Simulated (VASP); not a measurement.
A run of VASP 6.6.1 is set up as follows.

INCAR

```
SYSTEM = LiSn2
PREC = Accurate ; ENCUT = 520
EDIFF = 1E-6 ; ISMEAR = 0
SIGMA = 0.1 ; LREAL = .FALSE.
LASPH = .TRUE. ; NELM = 60
ALGO = Fast ; ISIF = 2
LWAVE = .FALSE. ; LCHARG = .TRUE.
GGA = PE ; LELF = .TRUE.
LVHAR = .TRUE. ; NBANDS = 40
```

KPOINTS

```
Automatic mesh
0
G
  4 2 6
  0 0 0
```

The input POSCAR:

```
LiSn2
1.0
    4.9404361500      0.0000000000      0.0000000000
    0.0000000000      9.4896609689      0.0000000000
    0.0000000000      0.0000000000      3.1690287206
Li Sn
2 4
Direct
    0.0000000000      0.0000000000      0.5000000000
    0.5000000000      0.5000000000      0.5000000000
    0.9383882511      0.6609215520      0.0000000000
    0.5616117489      0.1609215520      0.0000000000
    0.4383882511      0.8390784480      0.0000000000
    0.0616117489      0.3390784480      0.0000000000
```

Potentials or basis: VASP PAW PBE potentials, release 64 (Li_sv, Sn_d).

Launch:

```console
$ cat potpaw_PBE.64/Li_sv/POTCAR potpaw_PBE.64/Sn_d/POTCAR > POTCAR
$ mpirun -np 1 vasp_std > vasp.out
```

(1) What does it give for the largest force?

(2) What does it give for the band gap on the k mesh?

Answers

(1) 0.146 eV/Å.

(2) zero (bands 31 and 32 overlap by 4.92 eV).

Caveat: spin-orbit coupling is left out, which moves the levels of the heavy elements.
